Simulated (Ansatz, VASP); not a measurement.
Re in VASP and in Ansatz

```
CELL_PARAMETERS angstrom
4.37947 0.00000 0.00000
-2.18973 3.79273 0.00000
0.00000 0.00000 2.74452
ATOMIC_POSITIONS crystal
Re 0.00000 0.00000 0.00000
Re 0.33333 0.66667 0.50000
Re 0.66667 0.33333 0.50000
```

Alike in both runs: functional PBE; k mesh 12 × 12 × 16; occupations gaussian, width 0.1 eV; no spin polarisation.

Ansatz relaxed the structure, and its values are those at the end. VASP's run is a single point on that final structure, the one shown.

|  | VASP | Ansatz |
| --- | --- | --- |
| version | VASP 6.6.1 | Ansatz 0.2.0 |
| potentials or method | VASP PAW PBE potentials, release 64 (Re_sv_GW), cutoff 560 eV | scalar-relativistic, plane waves, PAW |
| valence electrons in the cell | 45 | 45 |

|  | VASP | Ansatz | Ansatz less VASP |
| --- | --- | --- | --- |
| gap on the k mesh at the Fermi level (eV) | none | none | - |
| pressure (GPa) | -1.5 | 0.0 | +1.47 |

A gap of «none» marks a metal or a gap that the smearing closes. The functional is the same, so the differences come from potentials, cutoffs and numerics.

Spin-orbit coupling is off throughout.
